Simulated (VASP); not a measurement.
Set up this calculation in VASP 6.6.1, as the native input.

| Item | Value |
| --- | --- |
| Task | single point |
| Functional | LDA |
| Potentials or basis | VASP PAW LDA potentials, release 64 (Tl_d) |
| Cutoff | 520 eV |
| k mesh | 12 × 12 × 12 |
| Occupations | fermi-dirac, width 0.1 eV |
| Spin | no spin polarisation |
| Dipole correction | no |
| Further INCAR settings | ALGO = Normal; EDIFF = 1e-06; NBANDS = 12 |

The structure of Tl lies in POSCAR:

```
Tl
1.0
    3.1248004947      0.0000000000      0.0000000000
    0.0000000000      3.1248004947      0.0000000000
    0.0000000000      0.0000000000      3.1248004947
Tl
1
Direct
    0.0000000000      0.0000000000      0.0000000000
```

This cell differs from its parent crystal: volume scaled by 1.04.

One way to write it, as run:

INCAR

```
PREC = Accurate
ENCUT = 520
EDIFF = 1E-6
ISMEAR = -1
SIGMA = 0.1
LREAL = F
LASPH = T
NELM = 60
ALGO = Normal
ISIF = 2
LWAVE = F
LCHARG = T
GGA = CA
LELF = T
LVHAR = T
NBANDS = 12
```

KPOINTS

```
regular mesh
0
Gamma
  12 12 12
```

Potentials or basis: VASP PAW LDA potentials, release 64 (Tl_d).

The run is started by

```sh
$ cat potpaw_LDA.64/Tl_d/POTCAR > POTCAR
$ mpirun -np 1 vasp_std > vasp.out
```

It gave:

The pressure is -1.1 GPa.

Run time: 6.8 s on 1 thread of Intel(R) Xeon(R) Platinum 8488C (Sapphire Rapids), on a shared host, peak memory 0.14 GiB.
